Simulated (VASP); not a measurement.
Here is a VASP 6.6.1 calculation.

File INCAR:

```
  PREC = Accurate
  ENCUT = 500
  EDIFF = 1E-6
  ISMEAR = 0
  SIGMA = 0.01
  LREAL = False
  LASPH = True
  NELM = 120
  ALGO = Normal
  ISIF = 2
  LWAVE = False
  LCHARG = False
  NBANDS = 15
  GGA_COMPAT = False
```

The input KPOINTS:

```
Automatic mesh
0
Gamma
  4 4 4
```

File POSCAR:

```
KBr
1.0
    0.0000000000      3.3022478201      3.3022478201
    3.3022478201      0.0000000000      3.3022478201
    3.3022478201      3.3022478201      0.0000000000
K Br
1 1
Direct
    0.0000000000      0.0000000000      0.0000000000
    0.5000000000      0.5000000000      0.5000000000
```

Potentials or basis: VASP PAW LDA potentials, release 64 (K_sv, Br).

The run is started by

```sh
$ cat potpaw_LDA.64/K_sv/POTCAR potpaw_LDA.64/Br/POTCAR > POTCAR
$ mpirun -np 1 vasp_std > vasp.out
```

(1) Predict the band gap on the k mesh.

(2) What does it give for the pressure?

Answers

(1) 4.03 eV.

(2) -1.6 GPa.
